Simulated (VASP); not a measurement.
# NbCd3: relaxation of cell and atoms with PBE

The system is NbCd3.

```
Nb Cd
1.0
     4.21500    0.00000    0.00000
     0.00000    4.21500    0.00000
     0.00000    0.00000    4.21500
Nb Cd
1 3
Direct
  0.00000 0.00000 0.00000
  0.00000 0.50000 0.50000
  0.50000 0.00000 0.50000
  0.50000 0.50000 0.00000
```

| Property | Result |
| --- | --- |
| Program | VASP 6.6.1 |
| Task | relaxation of cell and atoms |
| Functional | PBE |
| Potentials or basis | VASP PAW PBE potentials, release 64 (Nb_sv, Cd) |
| Cutoff | 600 eV |
| k mesh | 4 × 4 × 4 |
| Occupations | gaussian, width 0.1 eV |
| Spin | no spin polarisation |
| Dipole correction | no |
| Further INCAR settings | ALGO = Fast; EDIFF = 1e-06; IBRION = 2; EDIFFG = -0.04; NSW = 90; ISIF = 3 |

```yaml
Relaxed_volume: 20.05 Å³/atom
Relaxed_cell: a = 4.312 Å, b = 4.312 Å, c = 4.312 Å, α = 90.00°, β = 90.00°, γ = 90.00°
Space_group_after_relaxing_to_0.1_Å: Pm-3m (No. 221)
Energy_gained_by_relaxing: 29.1 meV/atom
Ionic_steps: 3
Pressure_after_relaxing: 0.0 GPa
Band_gap_on_the_k_mesh: zero (an odd number of electrons rules out a gap without spin polarisation)
```

The path:
| step | energy change (eV) | largest force (eV/Å) | pressure (GPa) | volume (Å³) |
| --- | --- | --- | --- | --- |
| 1 | 0.0000 | 0.0000 | 7.58 | 74.88 |
| 2 | -0.0438 | 0.0000 | -4.64 | 84.90 |
| 3 | -0.1165 | 0.0000 | -0.05 | 80.19 |

Final structure:
```
Nb Cd
1.0
     4.31236    0.00000    0.00000
     0.00000    4.31236    0.00000
     0.00000    0.00000    4.31236
Nb Cd
1 3
Direct
  0.00000 0.00000 0.00000
  0.00000 0.50000 0.50000
  0.50000 0.00000 0.50000
  0.50000 0.50000 0.00000
```

Levels at points of the mesh, in eV from the Fermi level:
```tsv
k point	band 20	band 21	band 22	band 23	band 24	band 25	band 26	band 27	band 28	band 29
(0.00, 0.00, 0.00)	-7.79	-1.14	-1.14	0.05	0.05	0.05	0.95	0.95	0.95	5.13
(0.50, 0.00, 0.00)	-6.17	-5.86	-1.01	-1.01	-0.93	0.80	0.89	2.73	3.81	3.81
(0.50, 0.50, 0.00)	-5.15	-3.35	-3.35	-3.17	-0.48	-0.48	0.90	1.47	1.84	5.15
(0.50, 0.50, 0.50)	-2.61	-2.61	-2.61	-2.35	-1.31	-1.31	-1.31	1.23	1.23	3.31
```

Wall time 95 s on 1 thread of Oxide Virtual Turin-like Processor, with other jobs on the host, peak memory 0.18 GiB.

Caveat: the k points lie up to 0.36 Å⁻¹ apart in the final cell, too coarse for converged energies and pressures of a metal. Zero-point motion and thermal expansion aren't in these numbers.
